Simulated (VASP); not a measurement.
Here is a VASP 6.6.1 calculation.

Contents of INCAR:

```
ALGO = Normal
EDIFF = 1E-6
ENCUT = 520
ISIF = 2
ISMEAR = -1
LASPH = True
LCHARG = False
LREAL = False
LWAVE = False
NBANDS = 29
NELM = 80
PREC = Accurate
SIGMA = 0.02
```

KPOINTS

```
k-points
0
Gamma
  6 6 6
```

The input POSCAR:

```
KZnF3
1.0
    3.9735280301      0.0000000000      0.0000000000
    0.0000000000      3.9735280301      0.0000000000
    0.0000000000      0.0000000000      3.9735280301
K Zn F
1 1 3
Direct
    0.0000000000      0.0000000000      0.0000000000
    0.5000000000      0.5000000000      0.5000000000
    0.5000000000      0.5000000000      0.0000000000
    0.0000000000      0.5000000000      0.5000000000
    0.5000000000      0.0000000000      0.5000000000
```

Potentials or basis: VASP PAW LDA potentials, release 64 (K_sv, Zn, F).

The run is started by

```bash
$ cat potpaw_LDA.64/K_sv/POTCAR potpaw_LDA.64/Zn/POTCAR potpaw_LDA.64/F/POTCAR > POTCAR
$ mpirun -np 1 vasp_std > vasp.out
```

Problem. Predict the pressure.

Solution. 0.5 GPa.

Problem. Estimate the band gap on the k mesh.

Solution. 3.75 eV, indirect (least direct gap 5.89 eV).

A k mesh can miss the band edges. Expect the measured gap to be larger: semilocal functionals such as LDA lack the derivative discontinuity.
